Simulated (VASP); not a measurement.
MgS:

```
Mg S
1.0
     0.00000    2.83312    2.83312
     2.83312    0.00000    2.83312
     2.83312    2.83312    0.00000
Mg S
1 1
Direct
  0.00000 0.00000 0.00000
  0.75000 0.75000 0.75000
```

Program: VASP 6.6.1. Alike in all runs: task single point; potentials or basis VASP PAW PBE potentials, release 64 (Mg, S); no spin polarisation; cell as given.

Task: Order these runs on this cell by their pressure, lowest first.
A. level PBE; k mesh 8 × 8 × 8; cutoff (eV) 520; smearing gaussian 0.1 eV
B. level PBE; k mesh 2 × 2 × 2; cutoff (eV) 600; smearing gaussian 0.1 eV
C. level PBEsol+D3(BJ); k mesh 1 × 1 × 1; cutoff (eV) 600; smearing gaussian 0.1 eV
D. level r2SCAN+D3(BJ); k mesh 5 × 5 × 5; cutoff (eV) 660; smearing methfessel-paxton 0.54 eV

Result: D (-1.4 GPa), A (0.8 GPa), B (3.9 GPa), C (17.8 GPa).

Caveats: some runs use coarse meshes; the PAW data sets were made with another functional, which shifts forces and pressure a little (some runs); three body term missing (some runs).
